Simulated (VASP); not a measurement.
# Hg: single point with PBE

The system is Hg.

```
Hg
1.0
    -2.32422    2.32422    1.20623
     2.32422   -2.32422    1.20623
     2.32422    2.32422   -1.20623
Hg
2
Direct
  0.62500 0.87500 0.75000
  0.37500 0.12500 0.25000
```

```
Program             : VASP 6.6.1
Task                : single point
Functional          : PBE
Potentials or basis : VASP PAW PBE potentials, release 64 (Hg)
Cutoff              : 520 eV
k mesh              : 14 × 14 × 14
Occupations         : fermi-dirac, width 0.1 eV
Spin                : no spin polarisation
```

The pressure is 229.9 GPa and the band gap on the k mesh is zero (bands 12 and 13 overlap by 6.36 eV).

Stress tensor (GPa, compression positive):
```
229.68   0.00   0.00
  0.00 229.68   0.00
  0.00   0.00 230.30
```

Levels at points of the mesh, in eV from the Fermi level:
```tsv
k point	band 9	band 10	band 11	band 12	band 13	band 14	band 15	band 16
(0.00, 0.00, 0.00)	-9.04	-7.59	-6.16	-0.27	-0.27	6.59	10.41	13.17
(0.50, 0.00, 0.00)	-8.11	-7.63	-3.89	-0.52	1.94	3.32	6.83	10.04
(0.50, 0.50, 0.00)	-8.37	-8.37	-8.05	-8.05	7.58	7.58	9.08	9.08
(0.50, 0.50, 0.50)	-8.82	-8.82	-6.95	-6.95	-1.47	-1.47	15.67	15.67
```

Wall time 45 s on 1 thread of Intel(R) Xeon(R) 6975P-C (Granite Rapids), with other jobs on the host, peak memory 0.23 GiB.

Caveat: the cell stands under pressure; spin-orbit coupling is left out, which moves the levels of the heavy elements.
